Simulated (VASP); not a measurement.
Set up this calculation in VASP 6.6.1, as the native input.

| Property | Result |
| --- | --- |
| Task | single point |
| Functional | LDA |
| Potentials or basis | VASP PAW LDA potentials, release 64 (B, As_d) |
| Cutoff | 560 eV |
| k mesh | 6 × 6 × 6 |
| Occupations | gaussian, width 0.01 eV |
| Spin | no spin polarisation |
| Dipole correction | no |
| Further INCAR settings | ALGO = Normal; EDIFF = 1e-06; NBANDS = 16 |

The structure of BAs lies in POSCAR:

```
BAs
1.0
    0.0000000000      2.3661621483      2.3661621483
    2.3661621483      0.0000000000      2.3661621483
    2.3661621483      2.3661621483      0.0000000000
B As
1 1
Direct
    0.0000000000      0.0000000000      0.0000000000
    0.2500000000      0.2500000000      0.2500000000
```

The input as run:

INCAR

```
SYSTEM = BAs
  ALGO = Normal
  EDIFF = 1E-6
  ENCUT = 560
  GGA_COMPAT = .FALSE.
  ISIF = 2
  ISMEAR = 0
  LASPH = .TRUE.
  LCHARG = .FALSE.
  LREAL = .FALSE.
  LWAVE = .FALSE.
  NBANDS = 16
  NELM = 120
  PREC = Accurate
  SIGMA = 0.01
```

KPOINTS

```
k-points
0
G
  6 6 6
  0 0 0
```

Potentials or basis: VASP PAW LDA potentials, release 64 (B, As_d).

Run with:

```bash
$ cat potpaw_LDA.64/B/POTCAR potpaw_LDA.64/As_d/POTCAR > POTCAR
$ mpirun -np 1 vasp_std > vasp.out
```

It gave:

```
Pressure               : 1.1 GPa
Band gap on the k mesh : 1.21 eV (least direct gap 3.28 eV)
```

Run time: 8.5 s on 1 thread of AMD EPYC 7R13 Processor (Zen 3) (shared host), peak memory 0.11 GiB.
